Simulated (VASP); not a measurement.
GaN (rock salt): single point with LDA

The system is GaN (rock salt).

```
CELL_PARAMETERS angstrom
0.00000 2.13777 2.13777
2.13777 0.00000 2.13777
2.13777 2.13777 0.00000
ATOMIC_POSITIONS crystal
Ga 0.00000 0.00000 0.00000
N 0.50000 0.50000 0.50000
```

This cell differs from its parent crystal: volume scaled by 1.04.

```
Program                : VASP 6.6.1
Task                   : single point
Functional             : LDA
Potentials or basis    : VASP PAW LDA potentials, release 64 (Ga_d, N)
Cutoff                 : 600 eV
k mesh                 : 12 × 12 × 12
Occupations            : gaussian, width 0.03 eV
Spin                   : no spin polarisation
Dipole correction      : no
Further INCAR settings : ALGO = Normal; EDIFF = 1e-06; NBANDS = 16
```

The pressure is -13.2 GPa and the band gap on the k mesh is 0.19 eV, indirect (least direct gap 2.40 eV).

Levels at points of the mesh, in eV from the valence-band top:
```tsv
k point	band 6	band 7	band 8	band 9	band 10	band 11	band 12	band 13
(0.00, 0.00, 0.00)	-14.03	-0.50	-0.50	-0.50	1.91	14.45	14.45	14.45
(0.50, 0.00, 0.00)	-13.77	-8.17	-0.18	-0.18	4.51	8.69	8.69	8.78
(0.50, 0.50, 0.00)	-10.94	-6.92	-2.96	-2.96	0.19	7.72	11.42	13.82
```

It took 29 s on 1 thread of Intel Xeon 8259CL, on a shared host, peak memory 0.15 GiB.

 A k mesh can miss the band edges.
